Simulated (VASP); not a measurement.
# Sn4O7 (a cell with a defect) in VASP: further runs, part 3 of 3

VASP 6.6.1. The steps go on from the part before.

### 4 Single point, LDA

The input, INCAR:

```
PREC = Accurate
ENCUT = 520
EDIFF = 1E-6
ISMEAR = 0
SIGMA = 0.05
LREAL = F
LASPH = T
NELM = 60
ALGO = Normal
ISIF = 2
LWAVE = F
LCHARG = T
GGA = CA
LELF = T
LVHAR = T
NELECT = 96.0
NBANDS = 60
```

The input, KPOINTS:

```
Automatic mesh
0
Gamma
  6 4 6
```

The input, POSCAR:

```
Sn4O7
1.0
    3.9697699592     -3.9697699592      0.0000000000
    3.9697699592      3.9697699592      0.0000000000
   -1.9848849796      1.9848849796      5.0882634188
Sn O
4 7
Direct
    1.0000000000      0.2500000000      0.5000000000
    0.5000000000      0.7500000000      0.5000000000
    0.5000000000      0.5000000000      0.0000000000
    0.0000000000      0.0000000000      0.0000000000
    0.7970126936      0.0000000000      0.5940253873
    0.1097432689      0.2028024795      0.8138815788
    0.7029873064      0.7500000000      0.9059746127
    0.7029873064      0.5000000000      0.4059746127
    0.2029873064      0.0000000000      0.4059746127
    0.7970126936      0.2500000000      0.0940253873
    0.2970126936      0.7500000000      0.0940253873
```

Potentials or basis: VASP PAW LDA potentials, release 64 (Sn_d, O).

On the command line:

```bash
$ cat potpaw_LDA.64/Sn_d/POTCAR potpaw_LDA.64/O/POTCAR > POTCAR
$ mpirun -np 1 vasp_std > vasp.out
```

OUTCAR:

```text
PREC = Accurate
   ENCUT = 520
   EDIFF = 1E-6
   ISMEAR = 0
   LREAL = F
   LASPH = T
   NELM = 60
   ISIF = 2
   GGA = CA
   NELECT = 96.0

 ion  position               nearest neighbor table
   1  0.000  0.250  0.500-   6 1.64   8 2.04   5 2.04   9 2.04  10 2.07   3 3.23   3 3.23   4 3.23
                             4 3.23
   2  0.500  0.750  0.500-   5 2.04   9 2.04   8 2.04   7 2.07  11 2.07   4 3.23   4 3.23   3 3.23
                             3 3.23
   3  0.500  0.500  0.000-  10 2.04   7 2.04  11 2.04   8 2.07   6 2.54   1 3.23   1 3.23   2 3.23
                             2 3.23
   4  0.000  0.000  0.000-   6 1.87   7 2.04  11 2.04  10 2.04   5 2.07   9 2.07   2 3.23   2 3.23
                             1 3.23   1 3.23
   5  0.797  0.000  0.594-   6 1.96   2 2.04   1 2.04   4 2.07
   6  0.110  0.203  0.814-   1 1.64   4 1.87   5 1.96   3 2.54
   7  0.703  0.750  0.906-   4 2.04   3 2.04   2 2.07
   8  0.703  0.500  0.406-   1 2.04   2 2.04   3 2.07
   9  0.203  0.000  0.406-   2 2.04   1 2.04   4 2.07
  10  0.797  0.250  0.094-   3 2.04   4 2.04   1 2.07
  11  0.297  0.750  0.094-   4 2.04   3 2.04   2 2.07

  LATTYP: Found a base centered orthorhombic cell.
 ALAT       =     5.6141025158
 B/A-ratio  =     1.8126720716
 C/A-ratio  =     1.0000000000

  Lattice vectors:

 A1 = (  -1.9848849796,   1.9848849796,  -5.0882634188)
 A2 = (  -1.9848849796,   1.9848849796,   5.0882634188)
 A3 = (   3.9697699592,   3.9697699592,   0.0000000000)

Analysis of symmetry for initial positions (statically):
=====================================================================
 Subroutine PRICEL returns:
 Original cell was already a primitive cell.

 Routine SETGRP: Setting up the symmetry group for a
 base centered orthorhombic supercell.

 Subroutine GETGRP returns: Found  1 space group operations
 (whereof  1 operations were pure point group operations)
 out of a pool of  8 trial point group operations.

The static configuration has the point symmetry C_1 .

Analysis of symmetry for dynamics (positions and initial velocities):
=====================================================================
 Subroutine PRICEL returns:
 Original cell was already a primitive cell.

 Routine SETGRP: Setting up the symmetry group for a
 base centered orthorhombic supercell.

 Subroutine GETGRP returns: Found  1 space group operations
 (whereof  1 operations were pure point group operations)
 out of a pool of  8 trial point group operations.

The dynamic configuration has the point symmetry C_1 .

 Subroutine INISYM returns: Found  1 space group operations
 (whereof  1 operations are pure point group operations),
 and found     1 'primitive' translations

----------------------------------------------------------------------------------------

                                     Primitive cell

  volume of cell :     160.3726

  direct lattice vectors                    reciprocal lattice vectors
     3.969769959 -3.969769959  0.000000000     0.125951883 -0.125951883  0.098265353
     3.969769959  3.969769959  0.000000000     0.125951883  0.125951883  0.000000000
    -1.984884980  1.984884980  5.088263419     0.000000000  0.000000000  0.196530706

  length of vectors
     5.614102516  5.614102516  5.811192768     0.203430167  0.178122861  0.196530706

  position of ions in fractional coordinates (direct lattice)
[... 82 lines left out ...]
   dimension x,y,z NGX =    42 NGY =   42 NGZ =   48
   dimension x,y,z NGXF=    84 NGYF=   84 NGZF=   96
   ions per type =               4   7
   NGX,Y,Z   is equivalent  to a cutoff of  12.44, 12.44, 13.73 a.u.
   NGXF,Y,Z  is equivalent  to a cutoff of  24.87, 24.87, 27.46 a.u.
 SYSTEM =  unknown system
   PREC   = accura    normal or accurate (medium, high low for compatibility)
   ISTART =      0    job   : 0-new  1-cont  2-samecut
   ICHARG =      2    charge: 1-file 2-atom 10-const
   ISPIN  =      1    spin polarized calculation?
   LNONCOLLINEAR =      F non collinear calculations
   LSORBIT =      F    spin-orbit coupling
   LASPH  =      T    aspherical Exc in radial PAW
   ENCUT  =  520.0 eV  38.22 Ry    6.18 a.u.  10.44 10.44 10.80*2*pi/ulx,y,z
   NELM   =     60;   NELMIN=  2; NELMDL= -5     # of ELM steps
   EDIFF  = 0.1E-05   stopping-criterion for ELM
   LREAL  =      F    real-space projection
   EDIFFG = 0.1E-04   stopping-criterion for IOM
   NSW    =      0    number of steps for IOM
   IBRION =     -1    ionic relax: 0-MD 1-quasi-New 2-CG
   NFREE  =      0    steps in history (QN), initial steepest desc. (CG)
   ISIF   =      2    stress and relaxation
   ISYM   =      2    0-nonsym 1-usesym 2-fastsym
   POTIM  = 0.5000    time-step for ionic-motion
   TEBEG  =    0.0;   TEEND  =   0.0 temperature during run
   PSTRESS=    0.0 pullay stress
   NELECT =      96.0000    total number of electrons
   NUPDOWN=      -1.0000    fix difference up-down
   EMIN   =  10.00;   EMAX   =-10.00  energy-range for DOS
   EFERMI =   0.00;   METHOD = LEGACY
   ISMEAR =     0;   SIGMA  =   0.05  broadening in eV -4-tet -1-fermi 0-gaus
   EFERMI_NEDOS =   21; number of points for ismear=-14 and -15
   IALGO  =     38    algorithm
   IMIX   =      4    mixing-type and parameters
     AMIX     =   0.40;   BMIX     =  1.00
     AMIX_MAG =   1.60;   BMIX_MAG =  1.00
  volume/ion in A,a.u.               =      14.58        98.39
  Fermi-wavevector in a.u.,A,eV,Ry     =   1.379712  2.607278 25.900127  1.903606
  Thomas-Fermi vector in A             =   2.504656
   LORBIT       =      0    0 simple, 1 ext, 2 COOP (PROOUT), +10 PAW based schemes
   GGA     = CA    functional components
   LHFCALC =     F    Hartree Fock is set to
   AEXX    =    0.0000 exact exchange contribution
   IVDW    =     0    specifies the selected vdW correction
   LEPSILON=     F    determine dielectric tensor
   LRPA    =     F    only Hartree local field effects (RPA)
 non-spin polarized calculation
 Gauss-broadening in eV      SIGMA  =   0.05
  energy-cutoff  :      520.00
  volume of cell :      160.37
 maximum number of plane-waves:      4352
 NGX is ok and might be reduce to    42
   NGX = 21   NGY = 21   NGZ = 21

 number of electron      96.0000003 magnetization

 Free energy of the ion-electron system (eV)
  ---------------------------------------------------
  ext. energy  EPLUGINS =         0.00000000
  ---------------------------------------------------
  free energy    TOTEN  =       -79.69163849 eV

  energy without entropy =      -79.69126663  energy(sigma->0) =      -79.69145256

 E-fermi :   3.9528     XC(G=0): -10.4322

 val. band max:        3.8900060429   @ k =   0.0000   0.0000   0.3333
 cond. band min:       3.9832402271   @ k =   0.0000   0.0000   0.0000
 fundamental gap:      0.0932341842
 Fermi energy:         3.9527631878

 k-point     1 :       0.0000    0.0000    0.0000
  band No.  band energies     occupation
      1     -18.3652      2.00000
      2     -16.6556      2.00000
      3     -16.6428      2.00000
      4     -16.4594      2.00000
      5     -16.2650      2.00000
      6     -16.2352      2.00000
[... 1501 lines left out ...]
     59      13.3691      0.00000
     60      13.9440      0.00000

 [... further k-points ...]

------------------------ aborting loop because EDIFF is reached ----------------------------------------

  FORCE on cell =-STRESS in cart. coord.  units (eV):
  Direction    XX          YY          ZZ          XY          YZ          ZX
  --------------------------------------------------------------------------------------
  -------------------------------------------------------------------------------------
  Total      -13.2370250    -23.6773559      4.0334190      0.0731269      0.0071727     -6.3363175
  in kB     -132.2423957   -236.5448625     40.2952317      0.7305623      0.0716582    -63.3019731
  external PRESSURE =    -109.4973422 kB  Pullay stress =       0.0000000 kB

 VOLUME and BASIS-vectors are now :
 -----------------------------------------------------------------------------
  energy-cutoff  :      520.00
  volume of cell :      160.37
      direct lattice vectors                 reciprocal lattice vectors
     3.969769959 -3.969769959  0.000000000     0.125951883 -0.125951883  0.098265353
     3.969769959  3.969769959  0.000000000     0.125951883  0.125951883  0.000000000
    -1.984884980  1.984884980  5.088263419     0.000000000  0.000000000  0.196530706

 POSITION                                       TOTAL-FORCE (eV/Angst)
 -----------------------------------------------------------------------------------
      0.00000      1.98488      2.54413         0.505155      0.094557    -13.950932
      3.96977      1.98488      2.54413         2.921670     -0.119372     -0.025137
      3.96977      0.00000      0.00000        -0.101220      0.055354      1.825696
      0.00000      0.00000      0.00000        -2.980949     -0.042368      1.290226
      1.98488     -1.98488      3.02256        -3.327937      0.006433     -2.004615
     -0.37473      1.98488      4.14124         5.486539     -0.031972     14.090138
      3.96977      1.98488      4.60984        -2.193142      0.017123     -1.105812
      3.96977     -0.00000      2.06571        -0.115847      0.255333     -0.100904
      0.00000     -0.00000      2.06571         0.103272     -0.218204     -0.082794
      3.96977     -1.98488      0.47843         0.133391      0.197628      0.113235
      3.96977      1.98488      0.47843        -0.430933     -0.214512     -0.049103
 -----------------------------------------------------------------------------------
    total drift:                               -0.000055      0.000318     -0.000569

  FREE ENERGIE OF THE ION-ELECTRON SYSTEM (eV)
  ---------------------------------------------------
  free  energy   TOTEN  =       -79.6916384942 eV

  energy  without entropy=      -79.6912666252  energy(sigma->0) =      -79.69145256
```

Wall time 10 min (1 thread of Intel Xeon Platinum 8488C (Sapphire Rapids), shared host); peak memory 0.58 GiB.

What came out:

```
Free energy   : -79.6916 eV
Largest force : 15.121 eV/Å
```

Forces in eV/Å, atoms in the order of the input:
```
Sn    0.505   0.095 -13.951
Sn    2.922  -0.119  -0.025
Sn   -0.101   0.055   1.826
Sn   -2.981  -0.042   1.290
O    -3.328   0.006  -2.005
O     5.487  -0.032  14.090
O    -2.193   0.017  -1.106
O    -0.116   0.255  -0.101
O     0.103  -0.218  -0.083
O     0.133   0.198   0.113
O    -0.431  -0.215  -0.049
```

Levels at points of the mesh, in eV from the Fermi level:
```csv
k point,band 46,band 47,band 48,band 49,band 50,band 51
"(0.00, 0.00, 0.00)",-0.69,-0.52,-0.11,0.03,3.17,4.35
"(0.50, 0.00, 0.00)",-0.77,-0.41,-0.16,0.92,2.69,3.27
"(0.50, 0.00, 0.50)",-0.76,-0.37,-0.15,0.76,2.55,3.77
"(0.00, 0.50, 0.00)",-0.84,-0.52,-0.14,0.90,2.65,3.33
"(0.50, 0.50, 0.00)",-0.89,-0.43,-0.20,1.19,2.63,3.43
"(0.50, 0.50, 0.50)",-0.93,-0.48,-0.37,1.31,2.66,3.76
"(0.00, 0.00, 0.50)",-0.68,-0.44,-0.08,1.25,2.19,4.28
"(0.00, 0.50, 0.50)",-0.74,-0.21,-0.15,0.82,2.51,3.68
```

Caveat: the cell carries a net charge on a neutralising background, which shifts energy and pressure; the cell differs from its parent crystal (atoms taken out, atom 6 moved 0.000 of the way to it and -0.600 Å across, host rigid); the cell is charged against a uniform background, so pressure and absolute levels hang on convention; spin-orbit coupling is left out, which moves the levels of the heavy elements.

### 5 Single point, LDA

The input, INCAR:

```
SYSTEM = Sn4O7
PREC     = Accurate       ! precision mode
ENCUT    = 520            ! plane-wave cutoff, eV
EDIFF    = 1E-6           ! SCF threshold, eV
ISMEAR   = 0              ! smearing method
SIGMA    = 0.05           ! smearing width, eV
LREAL    = .FALSE.        ! projectors in reciprocal space
LASPH    = .TRUE.         ! aspherical terms in the spheres
NELM     = 100            ! most SCF steps
ALGO     = Normal         ! electronic algorithm
ISIF     = 2              ! what is computed and relaxed
LWAVE    = .FALSE.        ! write WAVECAR
LCHARG   = .FALSE.        ! write CHGCAR
GGA      = CA             ! functional
NELECT   = 96.0         
NBANDS   = 60             ! bands
```

The input, KPOINTS:

```
Automatic mesh
0
G
  6 4 6
  0 0 0
```

POSCAR: that of step 4 with these lines changed.

```diff
@@ -13,3 +13,3 @@
     0.7970126936      0.0000000000      0.5940253873
-    0.1097432689      0.2028024795      0.8138815788
+    0.2962313438      0.2971975205      0.9980676467
     0.7029873064      0.7500000000      0.9059746127
```

On the command line:

```bash
$ cat potpaw_LDA.64/Sn_d/POTCAR potpaw_LDA.64/O/POTCAR > POTCAR
$ mpirun -np 1 vasp_std > vasp.out
```

Run time: 12 min. Hardware: 1 thread of Oxide Virtual Turin-like, shared host; peak memory 0.54 GiB.

It converged, with:

| Quantity | Value |
| --- | --- |
| Free energy | -80.3738 eV |
| Largest force | 17.437 eV/Å |

Forces in eV/Å, atoms in the order of the input:
```
Sn   -2.393   0.179  -0.480
Sn    2.638  -0.125  -0.489
Sn   15.665  -0.072   1.924
Sn    1.051   0.055  -0.142
O     1.326  -0.017   1.093
O   -17.087  -0.010  -3.476
O    -2.454   0.028  -1.312
O     0.389  -0.181   1.279
O    -0.037   0.092   0.821
O     0.663  -1.084   0.347
O     0.238   1.134   0.435
```

Levels at points of the mesh, in eV from the Fermi level:
```
           k point  band 44  band 45  band 46  band 47  band 48  band 49  band 50  band 51  band 52  band 53
(0.00, 0.00, 0.00)    -0.91    -0.78    -0.53    -0.38    -0.22     0.01     3.28     3.75     4.74     6.59
(0.50, 0.00, 0.00)    -1.15    -0.95    -0.72    -0.37    -0.19     1.11     2.42     4.43     4.61     6.55
(0.50, 0.00, 0.50)    -0.99    -0.98    -0.60    -0.46    -0.22     1.02     2.51     4.09     4.78     6.73
(0.00, 0.50, 0.00)    -1.14    -0.93    -0.68    -0.52    -0.20     1.06     2.20     4.46     4.88     6.53
(0.50, 0.50, 0.00)    -1.09    -1.00    -0.81    -0.64    -0.53     1.48     2.38     4.61     5.20     6.06
(0.50, 0.50, 0.50)    -1.03    -0.92    -0.87    -0.70    -0.51     1.37     2.34     4.57     4.97     6.16
(0.00, 0.00, 0.50)    -0.94    -0.87    -0.48    -0.40    -0.08     1.11     2.93     3.52     4.80     6.02
(0.00, 0.50, 0.50)    -1.06    -0.82    -0.53    -0.51    -0.23     1.09     2.71     3.98     4.60     6.53
```

Caveat: the cell carries a net charge on a neutralising background, which shifts energy and pressure; the cell differs from its parent crystal (atoms taken out, atom 6 moved 0.000 of the way to it and +0.600 Å across, host rigid); the cell is charged against a uniform background, so pressure and absolute levels hang on convention; spin-orbit coupling is left out, which moves the levels of the heavy elements.
